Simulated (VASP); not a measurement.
# MgO (Fm-3m) in VASP: single point with LDA

Aim: the single point of MgO with LDA.

Program: VASP 6.6.1. These are calculated values, not measurements. Logs are shortened: lines on timing, memory, paths and dates and some standing lists are left out, and cuts for length are marked.

### 1 The cell of the first run

Symmetry: Fm-3m, No. 225, cubic system. Conventional cell: a = 4.220 Å, b = 4.220 Å, c = 4.220 Å, α = 90.00°, β = 90.00°, γ = 90.00°. Within 2.8 Å of Mg (site symmetry m-3m) lie 6 O at 2.11 Å. O (site symmetry m-3m) has 6 Mg at 2.11 Å within 2.8 Å.

### 2 Single point, LDA

Input file INCAR:

```
SYSTEM = MgO
PREC = Accurate ; ENCUT = 840
EDIFF = 1E-6 ; ISMEAR = -1
SIGMA = 0.01 ; LREAL = .FALSE.
LASPH = .TRUE. ; NELM = 120
ALGO = Normal ; ISIF = 2
LWAVE = .FALSE. ; LCHARG = .TRUE.
GGA = CA ; LELF = .TRUE.
LVHAR = .TRUE. ; NBANDS = 15
GGA_COMPAT = .FALSE.
```

Input file KPOINTS:

```
regular mesh
0
G
  8 8 8
  0 0 0
```

Input file POSCAR:

```
MgO
1.0
    0.0000000000      2.1100000000      2.1100000000
    2.1100000000      0.0000000000      2.1100000000
    2.1100000000      2.1100000000      0.0000000000
Mg O
1 1
Direct
    0.0000000000      0.0000000000      0.0000000000
    0.5000000000      0.5000000000      0.5000000000
```

Potentials or basis: VASP PAW LDA potentials, release 64 (Mg_sv, O).

Run with:

```console
$ cat potpaw_LDA.64/Mg_sv/POTCAR potpaw_LDA.64/O/POTCAR > POTCAR
$ mpirun -np 1 vasp_std > vasp.out
```

OUTCAR:

```text
SYSTEM = MgO
   PREC = Accurate
   ENCUT = 840
   EDIFF = 1E-6
   ISMEAR = -1
   LREAL = .FALSE.
   LASPH = .TRUE.
   NELM = 120
   ISIF = 2
   GGA = CA

 ion  position               nearest neighbor table
   1  0.000  0.000  0.000-   2 2.11   2 2.11   2 2.11   2 2.11   2 2.11   2 2.11
   2  0.500  0.500  0.500-   1 2.11   1 2.11   1 2.11   1 2.11   1 2.11   1 2.11

  LATTYP: Found a face centered cubic cell.
 ALAT       =     4.2200000000

  Lattice vectors:

 A1 = (   0.0000000000,   2.1100000000,   2.1100000000)
 A2 = (   2.1100000000,   0.0000000000,   2.1100000000)
 A3 = (   2.1100000000,   2.1100000000,   0.0000000000)

Analysis of symmetry for initial positions (statically):
=====================================================================
 Subroutine PRICEL returns:
 Original cell was already a primitive cell.

 Routine SETGRP: Setting up the symmetry group for a
 face centered cubic supercell.

 Subroutine GETGRP returns: Found 48 space group operations
 (whereof 48 operations were pure point group operations)
 out of a pool of 48 trial point group operations.

The static configuration has the point symmetry O_h .

Analysis of symmetry for dynamics (positions and initial velocities):
=====================================================================
 Subroutine PRICEL returns:
 Original cell was already a primitive cell.

 Routine SETGRP: Setting up the symmetry group for a
 face centered cubic supercell.

 Subroutine GETGRP returns: Found 48 space group operations
 (whereof 48 operations were pure point group operations)
 out of a pool of 48 trial point group operations.

The dynamic configuration has the point symmetry O_h .

 Subroutine INISYM returns: Found 48 space group operations
 (whereof 48 operations are pure point group operations),
 and found     1 'primitive' translations

----------------------------------------------------------------------------------------

                                     Primitive cell

  volume of cell :      18.7879

  direct lattice vectors                    reciprocal lattice vectors
     0.000000000  2.110000000  2.110000000    -0.236966825  0.236966825  0.236966825
     2.110000000  0.000000000  2.110000000     0.236966825 -0.236966825  0.236966825
     2.110000000  2.110000000  0.000000000     0.236966825  0.236966825 -0.236966825

  length of vectors
     2.983990617  2.983990617  2.983990617     0.410438580  0.410438580  0.410438580

  position of ions in fractional coordinates (direct lattice)
[... 83 lines left out ...]
   IBRION =     -1    ionic relax: 0-MD 1-quasi-New 2-CG
   NFREE  =      0    steps in history (QN), initial steepest desc. (CG)
   ISIF   =      2    stress and relaxation
   ISYM   =      2    0-nonsym 1-usesym 2-fastsym
   POTIM  = 0.5000    time-step for ionic-motion
   TEBEG  =    0.0;   TEEND  =   0.0 temperature during run
   PSTRESS=    0.0 pullay stress
   NELECT =      16.0000    total number of electrons
   NUPDOWN=      -1.0000    fix difference up-down
   EMIN   =  10.00;   EMAX   =-10.00  energy-range for DOS
   EFERMI =   0.00;   METHOD = LEGACY
   ISMEAR =    -1;   SIGMA  =   0.01  broadening in eV -4-tet -1-fermi 0-gaus
   EFERMI_NEDOS =   21; number of points for ismear=-14 and -15
   IALGO  =     38    algorithm
   IMIX   =      4    mixing-type and parameters
     AMIX     =   0.40;   BMIX     =  1.00
     AMIX_MAG =   1.60;   BMIX_MAG =  1.00
  volume/ion in A,a.u.               =       9.39        63.39
  Fermi-wavevector in a.u.,A,eV,Ry     =   1.551752  2.932386 32.761943  2.407935
  Thomas-Fermi vector in A             =   2.656226
   LORBIT       =      0    0 simple, 1 ext, 2 COOP (PROOUT), +10 PAW based schemes
   GGA     = CA    functional components
   LHFCALC =     F    Hartree Fock is set to
   AEXX    =    0.0000 exact exchange contribution
   IVDW    =     0    specifies the selected vdW correction
   LEPSILON=     F    determine dielectric tensor
   LRPA    =     F    only Hartree local field effects (RPA)
 non-spin polarized calculation
  energy-cutoff  :      840.00
  volume of cell :       18.79
 maximum number of plane-waves:      1056
   NGX = 15   NGY = 15   NGZ = 15

 number of electron      15.9999995 magnetization

 Free energy of the ion-electron system (eV)
  ---------------------------------------------------
  ext. energy  EPLUGINS =         0.00000000
  ---------------------------------------------------
  free energy    TOTEN  =       -13.22104523 eV

  energy without entropy =      -13.22104523  energy(sigma->0) =      -13.22104523

 E-fermi :   2.7510     XC(G=0): -11.9039

 val. band max:        2.5395791382   @ k =   0.0000   0.0000   0.0000
 cond. band min:       7.1532504137   @ k =   0.0000   0.0000   0.0000
 fundamental gap:      4.6136712755
 Fermi energy:         2.7509629989

 k-point     1 :       0.0000    0.0000    0.0000
  band No.  band energies     occupation
      1     -68.8160      2.00000
      2     -36.2777      2.00000
      3     -36.2777      2.00000
      4     -36.2777      2.00000
      5     -14.4159      2.00000
      6       2.5396      2.00000
      7       2.5396      2.00000
      8       2.5396      2.00000
      9       7.1533      0.00000
     10      18.0388      0.00000
     11      18.0388      0.00000
     12      18.0388      0.00000
     13      22.0507      0.00000
     14      23.6796      0.00000
[... 401 lines left out ...]
      2     -36.3524      2.00000
      3     -36.3086      2.00000
      4     -36.2942      2.00000
      5     -12.9081      2.00000
      6      -1.4997      2.00000
      7       0.5894      2.00000
      8       1.5417      2.00000
      9      12.0065      0.00000
     10      14.4913      0.00000
     11      15.7036      0.00000
     12      19.0703      0.00000
     13      22.7312      0.00000
     14      24.2123      0.00000
     15      28.2619      0.00000

 [... further k-points ...]
[... 5 lines left out ...]
  --------------------------------------------------------------------------------------
  -------------------------------------------------------------------------------------
  Total       -0.7483238     -0.7483238     -0.7483238      0.0000000      0.0000000     -0.0000000
  in kB      -63.8150042    -63.8150042    -63.8150042      0.0000000      0.0000000     -0.0000000
  external PRESSURE =     -63.8150042 kB  Pullay stress =       0.0000000 kB

 VOLUME and BASIS-vectors are now :
 -----------------------------------------------------------------------------
  energy-cutoff  :      840.00
  volume of cell :       18.79
      direct lattice vectors                 reciprocal lattice vectors
     0.000000000  2.110000000  2.110000000    -0.236966825  0.236966825  0.236966825
     2.110000000  0.000000000  2.110000000     0.236966825 -0.236966825  0.236966825
     2.110000000  2.110000000  0.000000000     0.236966825  0.236966825 -0.236966825

 POSITION                                       TOTAL-FORCE (eV/Angst)
 -----------------------------------------------------------------------------------
      0.00000      0.00000      0.00000        -0.000000     -0.000000     -0.000000
      2.11000      2.11000      2.11000         0.000000      0.000000      0.000000
 -----------------------------------------------------------------------------------
    total drift:                                0.000000      0.000000      0.000000

  FREE ENERGIE OF THE ION-ELECTRON SYSTEM (eV)
  ---------------------------------------------------
  free  energy   TOTEN  =       -13.2210452277 eV

  energy  without entropy=      -13.2210452277  energy(sigma->0) =      -13.22104523
```

OSZICAR:

```text
N       E                     dE             d eps       ncg     rms          rms(c)
DAV:   1     0.148231568741E+03    0.14823E+03   -0.13862E+04   886   0.177E+03
DAV:   2    -0.949831389939E+01   -0.15773E+03   -0.14830E+03  1059   0.426E+02
DAV:   3    -0.147686949930E+02   -0.52704E+01   -0.52427E+01  1122   0.745E+01
DAV:   4    -0.148318459304E+02   -0.63151E-01   -0.63145E-01  1010   0.809E+00
DAV:   5    -0.148327328703E+02   -0.88694E-03   -0.88694E-03  1073   0.788E-01    0.848E+00
DAV:   6    -0.132887597918E+02    0.15440E+01   -0.24658E+00   940   0.149E+01    0.283E+00
DAV:   7    -0.132505625218E+02    0.38197E-01   -0.13270E-01  1010   0.334E+00    0.169E+00
DAV:   8    -0.132221064209E+02    0.28456E-01   -0.45196E-02  1115   0.212E+00    0.330E-01
DAV:   9    -0.132210123251E+02    0.10941E-02   -0.34447E-03   968   0.514E-01    0.790E-02
DAV:  10    -0.132210549569E+02   -0.42632E-04   -0.15223E-04  1101   0.158E-01    0.388E-02
DAV:  11    -0.132210453330E+02    0.96240E-05   -0.14964E-05  1038   0.454E-02    0.377E-03
DAV:  12    -0.132210452277E+02    0.10530E-06   -0.34543E-07   638   0.866E-03
   1 F= -.13221045E+02 E0= -.13221045E+02  d E =-.171329E-11
```

stdout:

```text
POSCAR found type information on POSCAR MgO
 POSCAR found :  2 types and       2 ions
 scaLAPACK will be used
 LDA part: xc-table for (Slater(with rela. corr.)+CA(PZ))
 , standard interpolation
 POSCAR, INCAR and KPOINTS ok, starting setup
 FFT: planning ... GRIDC
 FFT: planning ... GRID_SOFT
 FFT: planning ... GRID
 WAVECAR not read
 entering main loop
```

It took 9.5 s on 1 thread of Intel Xeon Platinum 8488C (Sapphire Rapids), shared host; peak memory 0.14 GiB.

Results:

```
Free energy            : -13.2210 eV
Pressure               : -6.4 GPa
Band gap on the k mesh : 4.61 eV
```

Levels at points of the mesh, in eV from the valence-band top:
```csv
k point,band 5,band 6,band 7,band 8,band 9,band 10,band 11,band 12
"(0.00, 0.00, 0.00)",-16.96,0.00,0.00,0.00,4.61,15.50,15.50,15.50
"(0.50, 0.00, 0.00)",-15.59,-4.67,-0.66,-0.66,7.71,12.35,15.95,15.95
"(0.50, 0.50, 0.00)",-15.36,-4.10,-1.36,-1.36,8.89,9.67,12.84,18.56
```

Caveat: the cell stands under tension.
